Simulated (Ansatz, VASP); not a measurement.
Two plane-wave programs on KOs

INCAR

```
  ALGO = Fast
  EDIFF = 1E-6
  ENCUT = 520
  GGA = PE
  ISIF = 2
  ISMEAR = 0
  ISPIN = 2
  LASPH = T
  LCHARG = T
  LELF = T
  LMAXMIX = 4
  LORBIT = 11
  LREAL = F
  LVHAR = T
  LWAVE = F
  MAGMOM = 0 1
  NBANDS = 20
  NELM = 150
  PREC = Accurate
  SIGMA = 0.1
```

KPOINTS

```
k-points
0
Gamma
  6 6 4
```

File POSCAR:

```
KOs
1.0
    2.7693506851      0.0000000000      0.0000000000
   -1.3846753425      2.3983280453      0.0000000000
    0.0000000000      0.0000000000      5.8111348777
K Os
1 1
Direct
    0.3333333333      0.6666666667      0.5000000000
    0.0000000000      0.0000000000      0.0000000000
```

Input for Ansatz:

```yaml
crystal:
  lattice:
    - [2.7693506851, 0.0, 0.0]
    - [-1.3846753425, 2.3983280453, 0.0]
    - [0.0, 0.0, 5.8111348777]
  atoms:
    - { symbol: K, position: [0.3333333333, 0.6666666667, 0.5] }
    - { symbol: Os, position: [0.0, 0.0, 0.0], spin: 1.0 }
basis:
  ecutwfc: 420
kpoints:
  mp_grid: { grid: [6, 6, 4] }
hamiltonian:
  xc: pbe
scf:
  occupations: { method: gaussian, width: 0.1 }
  lower_state_search: "off"
output:
  forces: true
  stress: true
  eigenvalues: true
  populations: true
magnetization:
  spin_polarized: true
```

Alike in both runs: task single point; functional PBE; k mesh 6 × 6 × 4; occupations gaussian, width 0.1 eV; collinear spin.

```csv
,VASP,Ansatz
version,VASP 6.6.1,Ansatz 0.2.0
potentials or method,"VASP PAW PBE potentials, release 64 (K_sv, Os), cutoff 520 eV","scalar-relativistic, plane waves, PAW"
valence electrons in the cell,17,25
```

```csv
,VASP,Ansatz,Ansatz less VASP
gap on the k mesh at the Fermi level (eV),none,none,-
pressure (GPa),0.2,0.1,-0.14
"traceless stress, the component that is largest in VASP (GPa)",-0.08,0.17,+0.253
net moment per atom (μB),0.00,0.00,0.000
```

A gap of «none» marks a metal or a gap that the smearing closes. VASP's potentials hold 17 valence electrons a cell and Ansatz's 25, so a difference there can come from the potentials and not from the codes. Ansatz's warnings: filled band counts differ across k points, seeded moment not kept.

The k mesh is coarse, so the values compare programs but aren't converged. Neither program's run includes spin-orbit coupling.
